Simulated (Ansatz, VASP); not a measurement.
# TaAl2 in VASP and in Ansatz

```xyz
3
Lattice="0.0000 3.0754 3.0754 3.0754 0.0000 3.0754 3.0754 3.0754 0.0000" Properties=species:S:1:pos:R:3 pbc="T T T"
Ta    0.0000    0.0000    0.0000
Al    4.6131    4.6131    4.6131
Al    1.5377    1.5377    1.5377
```

Change from the starting cell: species swapped into the Mg2Ge type (Fm-3m, No. 225).

Alike in both runs: task single point; functional PBE; k mesh 6 × 6 × 6; occupations gaussian, width 0.1 eV; no spin polarisation.

```csv
,VASP,Ansatz
version,VASP 6.6.1,Ansatz 0.2.0
potentials or method,"VASP PAW PBE potentials, release 64 (Ta_pv, Al), cutoff 520 eV","scalar-relativistic, plane waves, PAW"
valence electrons in the cell,17,19
```

|  | VASP | Ansatz | Ansatz less VASP |
| --- | --- | --- | --- |
| gap on the k mesh at the Fermi level (eV) | none | none | - |
| pressure (GPa) | 5.4 | 5.4 | +0.01 |

A gap of «none» marks a metal or a gap that the smearing closes. VASP's potentials hold 17 valence electrons a cell and Ansatz's 19, so a difference there can come from the potentials and not from the codes.

Neither program's run includes spin-orbit coupling.
